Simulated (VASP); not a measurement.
A run of VASP 6.6.1 is set up as follows.

The input INCAR:

```
SYSTEM = Cd
PREC     = Accurate       ! precision mode
ENCUT    = 520            ! plane-wave cutoff, eV
EDIFF    = 1E-7           ! SCF threshold, eV
ISMEAR   = 0              ! smearing method
SIGMA    = 0.15           ! smearing width, eV
LREAL    = .False.        ! projectors in reciprocal space
LASPH    = .True.         ! aspherical terms in the spheres
NELM     = 60             ! most SCF steps
ALGO     = Fast           ! electronic algorithm
ISIF     = 2              ! what is computed and relaxed
LWAVE    = .False.        ! write WAVECAR
LCHARG   = .True.         ! write CHGCAR
GGA      = PE             ! functional
LELF     = .True.         ! ELF
LVHAR    = .True.       
NBANDS   = 12             ! bands
```

KPOINTS

```
regular mesh
0
Gamma
  18 18 18
  0 0 0
```

Contents of POSCAR:

```
Cd
1.0
    0.0000000000      2.6989426847      1.6981747372
    2.6989426847      0.0000000000      1.6981747372
    2.6989426847      2.6989426847      0.0000000000
Cd
1
Direct
    0.0000000000      0.0000000000      0.0000000000
```

Potentials or basis: VASP PAW PBE potentials, release 64 (Cd).

The run is started by

```console
$ cat potpaw_PBE.64/Cd/POTCAR > POTCAR
$ mpirun -np 1 vasp_std > vasp.out
```

(1) What does it give for the pressure?

(2) Predict the band gap on the k mesh.

Results:

(1) -1.7 GPa.

(2) zero (band 6 reaches 4.80 eV, above the bottom of band 7 at 0.32 eV).
